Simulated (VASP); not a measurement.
TiO2: single point with r2SCAN

The system is TiO2.

```
CELL_PARAMETERS angstrom
2.68055 -2.72841 -0.06174
2.67526 2.72312 -0.05440
-2.70909 0.00908 4.80528
ATOMIC_POSITIONS crystal
Ti 0.12195 0.85755 0.23625
Ti 0.87558 0.14822 0.75586
O 0.35401 0.09895 0.67383
O 0.67320 0.94190 0.32167
O 0.96818 0.68269 0.84674
O 0.06404 0.34910 0.17459
```

```
Program             : VASP 6.6.1
Task                : single point
Functional          : r2SCAN
Potentials or basis : VASP PAW PBE potentials, release 64 (Ti_sv, O_h)
Cutoff              : 910 eV
k mesh              : 1 × 1 × 1
Occupations         : gaussian, width 0.02 eV
Spin                : no spin polarisation
```

- Pressure: 17.2 GPa
- Largest force: 7.411 eV/Å
- Band gap on the k mesh: 2.35 eV

Forces in eV/Å, atoms in the order of the input:
```
Ti  -1.992 -5.163  1.784
Ti  -2.475  4.428  1.105
O    0.903 -2.424 -6.646
O    1.806  1.798  6.263
O    1.739 -2.040  4.078
O    0.019  3.401 -6.584
```

Stress tensor (GPa, compression positive):
```
20.15  7.99  3.10
 7.99 20.13 -1.25
 3.10 -1.25 11.25
```

Levels at points of the mesh, in eV from the valence-band top:
```
           k point  band 20  band 21  band 22  band 23  band 24  band 25  band 26  band 27  band 28  band 29
(0.00, 0.00, 0.00)    -0.70    -0.61    -0.45    -0.38     0.00     2.35     2.88     3.90     3.95     4.06
```

Run time: 62 s on 1 thread of Intel(R) Xeon(R) Platinum 8259CL CPU @ 2.50GHz (Skylake/Cascade Lake), on a shared host, peak memory 0.28 GiB.

Caveat: the k points lie up to 1.79 Å⁻¹ apart; the cutoff is under 1.25 times the usual one of these potentials, so pressure, stress and relaxed cells hold a basis-set (Pulay) error; the PAW data sets were made with another functional, which shifts forces and pressure a little. A k mesh can miss the band edges.
